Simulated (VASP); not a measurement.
# AlGaN2 (P-4m2) in VASP: notebook

Runs on AlGaN2. Level: LDA. Tasks: single point.

Program: VASP 6.6.1. These are calculated values, not measurements. Logs are shortened: lines on timing, memory, paths and dates and some standing lists are left out, and cuts for length are marked.

## 1. The cell of the first run

It takes space group P-4m2 (No. 115, tetragonal). Conventional cell: a = 2.991 Å, b = 2.991 Å, c = 4.568 Å, α = 90.00°, β = 90.00°, γ = 90.00°. Within 2.5 Å of Al (site symmetry -4m2) lie 4 N at 1.86 Å. Ga (site symmetry -4m2) has 4 N at 1.91 Å within 2.5 Å. Within 2.5 Å of N (site symmetry 2mm) lie 2 Al at 1.86 Å and 2 Ga at 1.91 Å.

## 2. Single point, LDA

The input, INCAR:

```
  PREC = Accurate
  ENCUT = 520
  EDIFF = 1E-6
  ISMEAR = 0
  SIGMA = 0.02
  LREAL = False
  LASPH = True
  NELM = 60
  ALGO = Normal
  ISIF = 2
  LWAVE = False
  LCHARG = False
  GGA = CA
  NBANDS = 21
```

The input, KPOINTS:

```
Automatic mesh
0
Gamma
  8 8 6
```

The input, POSCAR:

```
AlGaN2
1.0
    2.9906750084      0.0000000000      0.0000000000
    0.0000000000      2.9906750084      0.0000000000
    0.0000000000      0.0000000000      4.5676327194
Al Ga N
1 1 2
Direct
    0.5000000000      0.5000000000      0.5000000000
    0.0000000000      0.0000000000      0.0000000000
    0.5000000000      0.0000000000      0.7410137722
    0.0000000000      0.5000000000      0.2589862278
```

Potentials or basis: VASP PAW LDA potentials, release 64 (Al, Ga_d, N).

Run with:

```console
cat potpaw_LDA.64/Al/POTCAR potpaw_LDA.64/Ga_d/POTCAR potpaw_LDA.64/N/POTCAR > POTCAR
mpirun -np 1 vasp_std > vasp.out
```

OUTCAR:

```text
PREC = Accurate
   ENCUT = 520
   EDIFF = 1E-6
   ISMEAR = 0
   LREAL = False
   LASPH = True
   NELM = 60
   ISIF = 2
   GGA = CA

 ion  position               nearest neighbor table
   1  0.500  0.500  0.500-   3 1.86   4 1.86   3 1.86   4 1.86   2 3.11   2 3.11   2 3.11   2 3.11
                             2 3.11   2 3.11   2 3.11   2 3.11
   2  0.000  0.000  0.000-   3 1.91   4 1.91   4 1.91   3 1.91   1 3.11   1 3.11   1 3.11   1 3.11
                             1 3.11   1 3.11   1 3.11   1 3.11
   3  0.500  0.000  0.741-   1 1.86   1 1.86   2 1.91   2 1.91
   4  0.000  0.500  0.259-   1 1.86   1 1.86   2 1.91   2 1.91

  LATTYP: Found a simple tetragonal cell.
 ALAT       =     2.9906750084
 C/A-ratio  =     1.5272915668

  Lattice vectors:

 A1 = (   2.9906750084,   0.0000000000,   0.0000000000)
 A2 = (   0.0000000000,   2.9906750084,   0.0000000000)
 A3 = (   0.0000000000,   0.0000000000,   4.5676327194)

Analysis of symmetry for initial positions (statically):
=====================================================================
 Subroutine PRICEL returns:
 Original cell was already a primitive cell.

 Routine SETGRP: Setting up the symmetry group for a
 simple tetragonal supercell.

 Subroutine GETGRP returns: Found  8 space group operations
 (whereof  8 operations were pure point group operations)
 out of a pool of 16 trial point group operations.

The static configuration has the point symmetry D_2d.

Analysis of symmetry for dynamics (positions and initial velocities):
=====================================================================
 Subroutine PRICEL returns:
 Original cell was already a primitive cell.

 Routine SETGRP: Setting up the symmetry group for a
 simple tetragonal supercell.

 Subroutine GETGRP returns: Found  8 space group operations
 (whereof  8 operations were pure point group operations)
 out of a pool of 16 trial point group operations.

The dynamic configuration has the point symmetry D_2d.

 Subroutine INISYM returns: Found  8 space group operations
 (whereof  8 operations are pure point group operations),
 and found     1 'primitive' translations

----------------------------------------------------------------------------------------

                                     Primitive cell

  volume of cell :      40.8535

  direct lattice vectors                    reciprocal lattice vectors
     2.990675008  0.000000000  0.000000000     0.334372674  0.000000000  0.000000000
     0.000000000  2.990675008  0.000000000     0.000000000  0.334372674  0.000000000
     0.000000000  0.000000000  4.567632719     0.000000000  0.000000000  0.218931788

  length of vectors
     2.990675008  2.990675008  4.567632719     0.334372674  0.334372674  0.218931788

  position of ions in fractional coordinates (direct lattice)
     0.500000000  0.500000000  0.500000000
     0.000000000  0.000000000  0.000000000
     0.500000000  0.000000000  0.741013772
     0.000000000  0.500000000  0.258986228

  ion indices of the primitive-cell ions
   primitive index   ion index
                 1           1
                 2           2
                 3           3
                 4           4

----------------------------------------------------------------------------------------

 KPOINTS: Automatic mesh

Automatic generation of k-mesh.
 Grid dimensions read from file:
 generate k-points for:    8    8    6

 Generating k-lattice:

  Cartesian coordinates                     Fractional coordinates (reciprocal lattice)
     0.041796584  0.000000000  0.000000000     0.125000000  0.000000000  0.000000000
     0.000000000  0.041796584  0.000000000     0.000000000  0.125000000  0.000000000
     0.000000000  0.000000000  0.036488631     0.000000000  0.000000000  0.166666667

  Length of vectors
     0.041796584  0.041796584  0.036488631

  Shift w.r.t. Gamma in fractional coordinates (k-lattice)
     0.000000000  0.000000000  0.000000000

 Subroutine IBZKPT returns following result:
 ===========================================

 Found     60 irreducible k-points:

 Following reciprocal coordinates:
            Coordinates               Weight
  0.000000  0.000000  0.000000      1.000000
  0.125000  0.000000  0.000000      4.000000
  0.250000  0.000000  0.000000      4.000000
  0.375000  0.000000  0.000000      4.000000
  0.500000  0.000000  0.000000      2.000000
  0.125000  0.125000  0.000000      4.000000
[... 16 lines left out ...]
  0.375000  0.125000  0.166667     16.000000
  0.500000  0.125000  0.166667      8.000000
 [... further k-points ...]
   k-points           NKPTS =     60   k-points in BZ     NKDIM =     60   number of bands    NBANDS=     21
   number of dos      NEDOS =    301   number of ions     NIONS =      4
   total plane-waves  NPLWV =  20736
   dimension x,y,z NGX =    24 NGY =   24 NGZ =   36
   dimension x,y,z NGXF=    48 NGYF=   48 NGZF=   72
   ions per type =               1   1   2
   NGX,Y,Z   is equivalent  to a cutoff of  13.34, 13.34, 13.10 a.u.
   NGXF,Y,Z  is equivalent  to a cutoff of  26.68, 26.68, 26.21 a.u.
 SYSTEM =  unknown system
   PREC   = accura    normal or accurate (medium, high low for compatibility)
   ISTART =      0    job   : 0-new  1-cont  2-samecut
   ICHARG =      2    charge: 1-file 2-atom 10-const
   ISPIN  =      1    spin polarized calculation?
   LNONCOLLINEAR =      F non collinear calculations
   LSORBIT =      F    spin-orbit coupling
   LASPH  =      T    aspherical Exc in radial PAW
   ENCUT  =  520.0 eV  38.22 Ry    6.18 a.u.   5.56  5.56  8.49*2*pi/ulx,y,z
   NELM   =     60;   NELMIN=  2; NELMDL= -5     # of ELM steps
   EDIFF  = 0.1E-05   stopping-criterion for ELM
   LREAL  =      F    real-space projection
   EDIFFG = 0.1E-04   stopping-criterion for IOM
   NSW    =      0    number of steps for IOM
   IBRION =     -1    ionic relax: 0-MD 1-quasi-New 2-CG
   NFREE  =      0    steps in history (QN), initial steepest desc. (CG)
   ISIF   =      2    stress and relaxation
   ISYM   =      2    0-nonsym 1-usesym 2-fastsym
   POTIM  = 0.5000    time-step for ionic-motion
   TEBEG  =    0.0;   TEEND  =   0.0 temperature during run
   PSTRESS=    0.0 pullay stress
   NELECT =      26.0000    total number of electrons
   NUPDOWN=      -1.0000    fix difference up-down
   EMIN   =  10.00;   EMAX   =-10.00  energy-range for DOS
   EFERMI =   0.00;   METHOD = LEGACY
   ISMEAR =     0;   SIGMA  =   0.02  broadening in eV -4-tet -1-fermi 0-gaus
   EFERMI_NEDOS =   21; number of points for ismear=-14 and -15
   IALGO  =     38    algorithm
   IMIX   =      4    mixing-type and parameters
     AMIX     =   0.40;   BMIX     =  1.00
     AMIX_MAG =   1.60;   BMIX_MAG =  1.00
  volume/ion in A,a.u.               =      10.21        68.92
  Fermi-wavevector in a.u.,A,eV,Ry     =   1.408173  2.661061 26.979697  1.982952
  Thomas-Fermi vector in A             =   2.530358
   LORBIT       =      0    0 simple, 1 ext, 2 COOP (PROOUT), +10 PAW based schemes
   GGA     = CA    functional components
   LHFCALC =     F    Hartree Fock is set to
   AEXX    =    0.0000 exact exchange contribution
   IVDW    =     0    specifies the selected vdW correction
   LEPSILON=     F    determine dielectric tensor
   LRPA    =     F    only Hartree local field effects (RPA)
 non-spin polarized calculation
 Gauss-broadening in eV      SIGMA  =   0.02
  energy-cutoff  :      520.00
  volume of cell :       40.85
 maximum number of plane-waves:      1121
 NGX is ok and might be reduce to    24
   NGX = 11   NGY = 11   NGZ = 17

 number of electron      26.0000012 magnetization

 Free energy of the ion-electron system (eV)
  ---------------------------------------------------
  ext. energy  EPLUGINS =         0.00000000
  ---------------------------------------------------
  free energy    TOTEN  =       -30.17316338 eV

  energy without entropy =      -30.17316338  energy(sigma->0) =      -30.17316338

 E-fermi :   6.3440     XC(G=0): -12.0526

 val. band max:        6.2501029131   @ k =   0.0000   0.0000   0.0000
 cond. band min:       9.2248274014   @ k =   0.5000   0.5000   0.0000
 fundamental gap:      2.9747244883
 Fermi energy:         6.3440048182

 k-point     1 :       0.0000    0.0000    0.0000
  band No.  band energies     occupation
      1      -9.7572      2.00000
      2      -8.1833      2.00000
      3      -6.9786      2.00000
      4      -6.9786      2.00000
      5      -6.9468      2.00000
      6      -6.7561      2.00000
[... 13 lines left out ...]
     20      18.3766      0.00000
     21      21.9225      0.00000

 k-point     2 :       0.1250    0.0000    0.0000
  band No.  band energies     occupation
      1      -9.6007      2.00000
      2      -8.1777      2.00000
      3      -7.0126      2.00000
      4      -6.9749      2.00000
      5      -6.9071      2.00000
      6      -6.7715      2.00000
[... 13 lines left out ...]
     20      18.2348      0.00000
     21      21.4926      0.00000

 k-point     3 :       0.2500    0.0000    0.0000
  band No.  band energies     occupation
      1      -9.1834      2.00000
      2      -8.1777      2.00000
      3      -7.0255      2.00000
      4      -6.9659      2.00000
      5      -6.8085      2.00000
      6      -6.8018      2.00000
[... 13 lines left out ...]
     20      18.4059      0.00000
     21      20.4798      0.00000
[... 457 lines left out ...]
 k-point    23 :       0.3750    0.1250    0.1667
  band No.  band energies     occupation
      1      -8.5701      2.00000
      2      -8.1811      2.00000
      3      -6.9847      2.00000
      4      -6.9120      2.00000
      5      -6.8738      2.00000
      6      -6.4586      2.00000
[... 13 lines left out ...]
     20      18.5526      0.00000
     21      19.3401      0.00000

 k-point    24 :       0.5000    0.1250    0.1667
  band No.  band energies     occupation
      1      -8.3942      2.00000
      2      -8.1933      2.00000
      3      -6.9733      2.00000
      4      -6.8919      2.00000
      5      -6.8893      2.00000
      6      -6.0743      2.00000
[... 13 lines left out ...]
     20      18.7911      0.00000
     21      19.1188      0.00000

 [... further k-points ...]
[... 5 lines left out ...]
  --------------------------------------------------------------------------------------
  -------------------------------------------------------------------------------------
  Total        3.5886505      3.5886505      0.2932368      0.0000000      0.0000000      0.0000000
  in kB      140.7382460    140.7382460     11.5000428      0.0000000      0.0000000      0.0000000
  external PRESSURE =      97.6588450 kB  Pullay stress =       0.0000000 kB

 VOLUME and BASIS-vectors are now :
 -----------------------------------------------------------------------------
  energy-cutoff  :      520.00
  volume of cell :       40.85
      direct lattice vectors                 reciprocal lattice vectors
     2.990675008  0.000000000  0.000000000     0.334372674  0.000000000  0.000000000
     0.000000000  2.990675008  0.000000000     0.000000000  0.334372674  0.000000000
     0.000000000  0.000000000  4.567632719     0.000000000  0.000000000  0.218931788

 POSITION                                       TOTAL-FORCE (eV/Angst)
 -----------------------------------------------------------------------------------
      1.49534      1.49534      2.28382        -0.000000     -0.000000      0.000000
      0.00000      0.00000      0.00000         0.000000      0.000000      0.000000
      1.49534      0.00000      3.38468        -0.000000      0.000000     -0.033209
      0.00000      1.49534      1.18295        -0.000000      0.000000      0.033209
 -----------------------------------------------------------------------------------
    total drift:                                0.000000      0.000000      0.000000

  FREE ENERGIE OF THE ION-ELECTRON SYSTEM (eV)
  ---------------------------------------------------
  free  energy   TOTEN  =       -30.1731633797 eV

  energy  without entropy=      -30.1731633797  energy(sigma->0) =      -30.17316338
```

Wall time 21 s (1 thread of Intel Xeon Platinum 8488C (Sapphire Rapids), shared host); peak memory 0.17 GiB.

What came out:

| Item | Value |
| --- | --- |
| Free energy | -30.1732 eV |
| Pressure | 9.8 GPa |
| Largest force | 0.033 eV/Å |
| Band gap on the k mesh | 2.97 eV, indirect (least direct gap 3.21 eV) |

Forces in eV/Å, atoms in the order of the input:
```
Al   0.000  0.000  0.000
Ga   0.000  0.000  0.000
N    0.000  0.000 -0.033
N    0.000  0.000  0.033
```

Levels at points of the mesh, in eV from the valence-band top:
| k point | band 11 | band 12 | band 13 | band 14 | band 15 | band 16 |
| --- | --- | --- | --- | --- | --- | --- |
| (0.00, 0.00, 0.00) | -0.63 | 0.00 | 0.00 | 3.21 | 3.74 | 8.57 |
| (0.50, 0.00, 0.00) | -3.58 | -0.81 | -0.50 | 7.33 | 7.55 | 8.78 |
| (0.50, 0.50, 0.00) | -2.79 | -2.79 | -2.74 | 2.97 | 2.97 | 5.94 |
| (0.00, 0.00, 0.50) | -1.51 | -0.88 | -0.88 | 5.28 | 5.36 | 8.16 |
| (0.50, 0.00, 0.50) | -1.22 | -0.80 | -0.41 | 5.27 | 6.58 | 9.34 |
| (0.50, 0.50, 0.50) | -3.61 | -3.61 | -3.58 | 5.63 | 5.63 | 9.15 |

## 3. Single point, LDA (biaxial strain in the a-b plane: -2.0 %)

The input, INCAR:

```
PREC = Accurate ; ENCUT = 520
EDIFF = 1E-6 ; ISMEAR = 0
SIGMA = 0.02 ; LREAL = F
LASPH = T ; NELM = 60
ALGO = Normal ; ISIF = 2
LWAVE = F ; LCHARG = T
LELF = T ; LVHAR = T
NBANDS = 21
```

The input, KPOINTS:

```
regular mesh
0
Gamma
  8 8 6
```

The input, POSCAR:

```
AlGaN2
1.0
    3.0529807377      0.0000000000      0.0000000000
    0.0000000000      3.0529807377      0.0000000000
    0.0000000000      0.0000000000      4.4369421548
Al Ga N
1 1 2
Direct
    0.5000000000      0.5000000000      0.5000000000
    0.0000000000      0.0000000000      0.0000000000
    0.5000000000      0.0000000000      0.7400513253
    0.0000000000      0.5000000000      0.2599486747
```

Potentials or basis: VASP PAW LDA potentials, release 64 (Al, Ga_d, N).

Run with:

```console
cat potpaw_LDA.64/Al/POTCAR potpaw_LDA.64/Ga_d/POTCAR potpaw_LDA.64/N/POTCAR > POTCAR
mpirun -np 1 vasp_std > vasp.out
```

It took 20 s on 1 thread of Intel Xeon Platinum 8488C (Sapphire Rapids), shared host; peak memory 0.17 GiB.

The run converged. Its results:

| Quantity | Value |
| --- | --- |
| Free energy | -30.2727 eV |
| Pressure | 7.2 GPa |
| Largest force | 0.016 eV/Å |
| Band gap on the k mesh | 3.14 eV, indirect (least direct gap 3.23 eV) |

Forces on the atoms (eV/Å):
```
Al   0.000  0.000  0.000
Ga   0.000  0.000  0.000
N    0.000  0.000  0.016
N    0.000  0.000 -0.016
```

Stress tensor (GPa, compression positive):
```
8.70 0.00 0.00
0.00 8.70 0.00
0.00 0.00 4.18
```

Levels at points of the mesh, in eV from the valence-band top:
```tsv
k point	band 10	band 11	band 12	band 13	band 14	band 15	band 16	band 17
(0.00, 0.00, 0.00)	-2.35	-0.39	0.00	0.00	3.23	3.60	8.05	11.45
(0.50, 0.00, 0.00)	-3.30	-3.22	-0.94	-0.64	7.29	7.50	8.38	8.82
(0.50, 0.50, 0.00)	-2.59	-2.54	-2.54	-2.52	3.14	3.14	6.26	8.71
(0.00, 0.00, 0.50)	-1.60	-1.60	-0.98	-0.98	5.37	5.43	8.26	9.61
(0.50, 0.00, 0.50)	-1.08	-0.92	-0.84	-0.53	5.46	6.82	9.33	9.67
(0.50, 0.50, 0.50)	-4.29	-3.49	-3.49	-3.48	5.98	5.98	9.23	10.88
```

Caveat: the cell differs from its parent crystal (biaxial strain in the a-b plane: -2.0 %).

## 4. Single point, LDA (biaxial strain in the a-b plane: -2.0 %, then relaxed in part)

The input, INCAR:

```
PREC = Accurate
ENCUT = 520
EDIFF = 1E-6
ISMEAR = 0
SIGMA = 0.02
LREAL = False
LASPH = True
NELM = 80
ALGO = Normal
ISIF = 2
LWAVE = False
LCHARG = False
GGA = CA
NBANDS = 21
```

KPOINTS is that of step 3.

The input, POSCAR:

```
AlGaN2
1.0
    3.0529807377      0.0000000000      0.0000000000
    0.0000000000      3.0529807377      0.0000000000
    0.0000000000      0.0000000000      4.4789940914
Al Ga N
1 1 2
Direct
    0.5000000000      0.5000000000      0.5000000000
    0.0000000000      0.0000000000      0.0000000000
    0.5000000000      0.0000000000      0.7405876473
    0.0000000000      0.5000000000      0.2594123527
```

Run with:

```console
cat potpaw_LDA.64/Al/POTCAR potpaw_LDA.64/Ga_d/POTCAR potpaw_LDA.64/N/POTCAR > POTCAR
mpirun -np 1 vasp_std > vasp.out
```

Wall time 19 s (1 thread of Intel Xeon Platinum 8488C (Sapphire Rapids), shared host); peak memory 0.17 GiB.

Results (log left out):

```yaml
Free_energy: -30.2792 eV
Pressure: 5.0 GPa
Largest_force: 0.032 eV/Å
Band_gap_on_the_k_mesh: 3.11 eV, indirect (least direct gap 3.14 eV)
```

Forces on the atoms (eV/Å):
```
Al   0.000  0.000  0.000
Ga   0.000  0.000  0.000
N    0.000  0.000 -0.032
N    0.000  0.000  0.032
```

Stress tensor (GPa, compression positive):
```
6.96 0.00 0.00
0.00 6.96 0.00
0.00 0.00 1.01
```

Levels at points of the mesh, in eV from the valence-band top:
```csv
k point,band 9,band 10,band 11,band 12,band 13,band 14,band 15,band 16,band 17,band 18
"(0.00, 0.00, 0.00)",-2.29,-2.29,-0.42,0.00,0.00,3.14,3.60,8.08,11.36,11.36
"(0.50, 0.00, 0.00)",-4.71,-3.32,-3.26,-0.90,-0.61,7.27,7.42,8.39,8.79,9.88
"(0.50, 0.50, 0.00)",-5.05,-2.61,-2.56,-2.56,-2.53,3.11,3.11,6.15,8.61,12.80
"(0.00, 0.00, 0.50)",-2.81,-1.56,-1.56,-0.95,-0.95,5.31,5.35,8.17,9.60,11.03
"(0.50, 0.00, 0.50)",-6.54,-1.12,-0.90,-0.89,-0.50,5.35,6.71,9.26,9.60,10.13
"(0.50, 0.50, 0.50)",-4.49,-4.25,-3.47,-3.47,-3.46,5.89,5.89,9.10,10.65,10.65
```

Caveat: the cell differs from its parent crystal (biaxial strain in the a-b plane: -2.0 %, then relaxed in part). A k mesh can miss the band edges.

## 5. Single point, LDA

This run uses another cell than the first one, of 10.44 Å³/atom, 1.022 times its volume.

The input, INCAR:

```
SYSTEM = AlGaN2
ALGO = Normal ; EDIFF = 1E-6
ENCUT = 520 ; ISIF = 2
ISMEAR = 0 ; LASPH = .TRUE.
LCHARG = .FALSE. ; LREAL = .FALSE.
LWAVE = .FALSE. ; NBANDS = 21
NELM = 80 ; PREC = Accurate
SIGMA = 0.02
```

The input, KPOINTS:

```
k-points
0
G
  8 8 6
  0 0 0
```

POSCAR is that of step 4.

Run with:

```console
cat potpaw_LDA.64/Al/POTCAR potpaw_LDA.64/Ga_d/POTCAR potpaw_LDA.64/N/POTCAR > POTCAR
mpirun -np 1 vasp_std > vasp.out
```

Wall time 18 s (1 thread of Intel Xeon Platinum 8488C (Sapphire Rapids), shared host); peak memory 0.17 GiB.

It converged, with:

```yaml
Free_energy: -30.2792 eV
Pressure: 5.0 GPa
Largest_force: 0.032 eV/Å
Band_gap_on_the_k_mesh: 3.11 eV, indirect (least direct gap 3.14 eV)
```

Forces on the atoms (eV/Å):
```
Al   0.000  0.000  0.000
Ga   0.000  0.000  0.000
N    0.000  0.000 -0.032
N    0.000  0.000  0.032
```

Stress tensor (GPa, compression positive):
```
6.96 0.00 0.00
0.00 6.96 0.00
0.00 0.00 1.01
```

Levels at points of the mesh, in eV from the valence-band top:
```csv
k point,band 11,band 12,band 13,band 14,band 15,band 16
"(0.00, 0.00, 0.00)",-0.42,0.00,0.00,3.14,3.60,8.08
"(0.50, 0.00, 0.00)",-3.26,-0.90,-0.61,7.27,7.42,8.39
"(0.50, 0.50, 0.00)",-2.56,-2.56,-2.53,3.11,3.11,6.15
"(0.00, 0.00, 0.50)",-1.56,-0.95,-0.95,5.31,5.35,8.17
"(0.50, 0.00, 0.50)",-0.90,-0.89,-0.50,5.35,6.71,9.26
"(0.50, 0.50, 0.50)",-3.47,-3.47,-3.46,5.89,5.89,9.10
```

A k mesh can miss the band edges. Expect the measured gap to be larger: semilocal functionals such as LDA lack the derivative discontinuity.

## 6. The runs side by side

```tsv
cell	gap on the mesh (eV)	pressure (GPa)	largest force (eV/Å)
a = 2.991, b = 2.991, c = 4.568 Å, 4 atoms	2.97	9.8	0.03
a = 3.053, b = 3.053, c = 4.437 Å, 4 atoms	3.14	7.2	0.02
a = 3.053, b = 3.053, c = 4.479 Å, 4 atoms	3.11	5.0	0.03
```

Alike in all rows: task single point; level LDA; potentials or basis VASP PAW LDA potentials, release 64 (Al, Ga_d, N); no spin polarisation; k mesh 8 × 8 × 6; cutoff (eV) 520; smearing gaussian 0.02 eV.

Absolute energies hang on the potentials; compare differences alone.
